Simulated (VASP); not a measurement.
Input of a VASP 6.6.1 run:

INCAR

```
ALGO = Normal
EDIFF = 1E-6
ENCUT = 520
GGA = PE
ISIF = 2
ISMEAR = 0
LASPH = T
LCHARG = F
LREAL = F
LWAVE = F
NBANDS = 54
NELM = 100
PREC = Accurate
SIGMA = 0.03
```

File KPOINTS:

```
k-points
0
Gamma
  10 10 10
```

File POSCAR:

```
FeGe
1.0
    4.6520270573      0.0000000000      0.0000000000
    0.0000000000      4.6520270573      0.0000000000
    0.0000000000      0.0000000000      4.6520270573
Fe Ge
4 4
Direct
    0.1325012875      0.1325012875      0.1325012875
    0.3674987125      0.8674987125      0.6325012875
    0.6325012875      0.3674987125      0.8674987125
    0.8674987125      0.6325012875      0.3674987125
    0.8378904654      0.8378904654      0.8378904654
    0.6621095346      0.1621095346      0.3378904654
    0.3378904654      0.6621095346      0.1621095346
    0.1621095346      0.3378904654      0.6621095346
```

Potentials or basis: VASP PAW PBE potentials, release 64 (Fe, Ge_d).

Run with:

```console
$ cat potpaw_PBE.64/Fe/POTCAR potpaw_PBE.64/Ge_d/POTCAR > POTCAR
$ mpirun -np 1 vasp_std > vasp.out
```

Question: Predict the band gap on the k mesh.

Answer: 0.11 eV (least direct gap 0.14 eV).

Question: Predict the largest force.

Answer: 0.028 eV/Å.

Question: Estimate the pressure.

Answer: -0.9 GPa.

Forces in eV/Å, atoms in the order of the input:
```
Fe   0.016  0.016  0.016
Fe  -0.016 -0.016  0.016
Fe   0.016 -0.016 -0.016
Fe  -0.016  0.016 -0.016
Ge   0.000  0.000  0.000
Ge   0.000  0.000  0.000
Ge   0.000  0.000  0.000
Ge   0.000  0.000  0.000
```

A k mesh can miss the band edges. Spin polarisation is off, so any magnetic state and its effect on volume and gap are missing.
